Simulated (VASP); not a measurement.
Hf3N4:

```
CELL_PARAMETERS angstrom
-3.35844 3.35844 3.35844
3.35844 -3.35844 3.35844
3.35844 3.35844 -3.35844
ATOMIC_POSITIONS crystal
Hf 0.25000 0.62500 0.37500
Hf 0.37500 0.25000 0.62500
Hf 0.75000 0.87500 0.12500
Hf 0.12500 0.75000 0.87500
Hf 0.62500 0.37500 0.25000
Hf 0.87500 0.12500 0.75000
N 0.13946 0.13946 0.13946
N 0.86054 0.50000 0.00000
N 0.50000 0.00000 0.36054
N 0.00000 0.86054 0.50000
N 0.36054 0.50000 0.00000
N 0.63946 0.63946 0.63946
N 0.00000 0.36054 0.50000
N 0.50000 0.00000 0.86054
```

* Program: VASP 6.6.1
* Task: relaxation of the atoms
* Functional: PBEsol
* Potentials or basis: VASP PAW PBE potentials, release 64 (Hf_pv, N)
* Cutoff: 520 eV
* k mesh: 6 × 6 × 6
* Occupations: gaussian, width 0.02 eV
* Spin: no spin polarisation

At the start: pressure -10.7 GPa; volume 10.82 Å³/atom.

**Question.** How do energy, volume and symmetry change on relaxing?

**Answer.** Over 4 steps the energy falls by 2.1 meV/atom at a fixed cell; space group I-43d (No. 220, to 0.1 Å) before and after.

Step by step:
| step | energy change (eV) | largest force (eV/Å) | pressure (GPa) |
| --- | --- | --- | --- |
| 1 | 0.0000 | 0.1858 | -10.67 |
| 2 | -0.0118 | 0.1427 | -10.28 |
| 3 | -0.0287 | 0.0154 | -8.98 |
| 4 | -0.0289 | 0.0001 | -8.81 |

Final structure:
```xyz
14
Lattice="-3.3584 3.3584 3.3584 3.3584 -3.3584 3.3584 3.3584 3.3584 -3.3584" Properties=species:S:1:pos:R:3 pbc="T T T"
Hf    2.5188    0.0000    1.6792
Hf    1.6792    2.5188    0.0000
Hf    0.8396    0.0000    5.0377
Hf    5.0377    0.8396    0.0000
Hf    0.0000    1.6792    2.5188
Hf    0.0000    5.0377    0.8396
N     0.4458    0.4458    0.4458
N    -1.2334    1.2334    4.5919
N    -0.4458    2.9127    0.4458
N     1.2334    2.1250    4.5919
N     0.4458   -0.4458    2.9127
N     2.1250    2.1250    2.1250
N     2.9127    0.4458   -0.4458
N     4.5919    1.2334    2.1250
```

Caveat: the PAW data sets were made with another functional, which shifts forces and pressure a little.
